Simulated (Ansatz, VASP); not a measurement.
MgS: VASP beside Ansatz

```
CELL_PARAMETERS angstrom
0.00000 2.60165 2.60165
2.60165 0.00000 2.60165
2.60165 2.60165 0.00000
ATOMIC_POSITIONS crystal
S 0.50000 0.50000 0.50000
Mg 0.00000 0.00000 0.00000
```

Alike in both runs: task relaxation of cell and atoms; functional RPBE; dispersion D4; k mesh 9 × 9 × 9; occupations fermi-dirac, width 0.05 eV; no spin polarisation.

```csv
,VASP,Ansatz
version,VASP 6.6.1,Ansatz 0.2.0
potentials or method,"VASP PAW PBE potentials, release 64 (S, Mg)",Ansatz PAW
plane-wave cutoff (eV),600,420
valence electrons in the cell,8,16
```

VASP gave:

```
gap on the k mesh at the Fermi level, each at its own relaxed structure (eV) : 3.12
relaxed volume (Å³/atom)                                                     : 16.96
relaxed cell length with the largest relative difference (Å)                 : 3.634
```

**Question.** Estimate Ansatz's values.

**Answer.** gap on the k mesh at the Fermi level, each at its own relaxed structure (eV): 3.14; relaxed volume (Å³/atom): 17.04; relaxed cell length with the largest relative difference (Å): 3.639.

VASP's potentials were made for PBE, not for RPBE. VASP's potentials hold 8 valence electrons a cell and Ansatz's 16, so a difference there can come from the potentials and not from the codes.

Noted on Ansatz's run: odd divisions of the mesh miss points on the zone boundary, where band edges often lie, so the gap on the mesh can be too wide; the plane-wave basis is chosen anew once the cell has moved, so the energies of steps on either side of that aren't comparable.
